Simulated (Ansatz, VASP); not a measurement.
# One calculation of BaTiO3, two programs

The input INCAR:

```
SYSTEM = BaTiO3
  ALGO = Normal
  EDIFF = 1E-7
  EDIFFG = -0.008
  ENCUT = 520
  GGA = PE
  IBRION = 2
  ISIF = 2
  ISMEAR = 0
  LASPH = .TRUE.
  LCHARG = .FALSE.
  LREAL = .FALSE.
  LWAVE = .FALSE.
  NELM = 60
  NSW = 60
  PREC = Accurate
  SIGMA = 0.02
```

KPOINTS

```
k-points
0
G
  8 8 6
  0 0 0
```

File POSCAR:

```
BaTiO3
1.0
    3.9854497974      0.0000000000      0.0000000000
    0.0000000000      3.9854497974      0.0000000000
    0.0000000000      0.0000000000      4.0114609257
Ba Ti O
1 1 3
Direct
    0.5000000000      0.5000000000      0.5835366231
    0.0000000000      0.0000000000      0.0998646625
    0.0000000000      0.5000000000      0.0630312755
    0.5000000000      0.0000000000      0.0630312755
    0.0000000000      0.0000000000      0.5505331535
```

Input for Ansatz:

```yaml
crystal:
  lattice:
    - [3.9854497974, 0.0, 0.0]
    - [0.0, 3.9854497974, 0.0]
    - [0.0, 0.0, 4.0114609257]
  atoms:
    - { symbol: Ba, position: [0.5, 0.5, 0.5835366231] }
    - { symbol: Ti, position: [0.0, 0.0, 0.0998646625] }
    - { symbol: O, position: [0.0, 0.5, 0.0630312755] }
    - { symbol: O, position: [0.5, 0.0, 0.0630312755] }
    - { symbol: O, position: [0.0, 0.0, 0.5505331535] }
basis:
  ecutwfc: 420
kpoints:
  mp_grid: { grid: [8, 8, 6] }
hamiltonian:
  xc: pbe
scf:
  occupations: { method: gaussian, width: 0.02 }
output:
  forces: true
  stress: true
  eigenvalues: true
relax:
  adjacent_minimum: "off"
  f_tol: 0.008
  max_steps: 40
```

Change from the starting cell: strain along c alone, the other axes held, atoms relaxed: -4.5 %.

Alike in both runs: task relaxation of the atoms; functional PBE; k mesh 8 × 8 × 6; occupations gaussian, width 0.02 eV; no spin polarisation.

|  | VASP | Ansatz |
| --- | --- | --- |
| version | VASP 6.6.1 | Ansatz 0.2.0 |
| potentials or method | VASP PAW PBE potentials, release 64 (Ba_sv, Ti_sv, O), cutoff 520 eV | scalar-relativistic, plane waves, PAW |
| valence electrons in the cell | 40 | 40 |

```tsv
	VASP	Ansatz	Ansatz less VASP
gap on the k mesh at the Fermi level, each at its own relaxed structure (eV)	1.80	1.87	+0.074
```

Ansatz's warnings: stress scf threshold loose.

Spin-orbit coupling is off throughout.
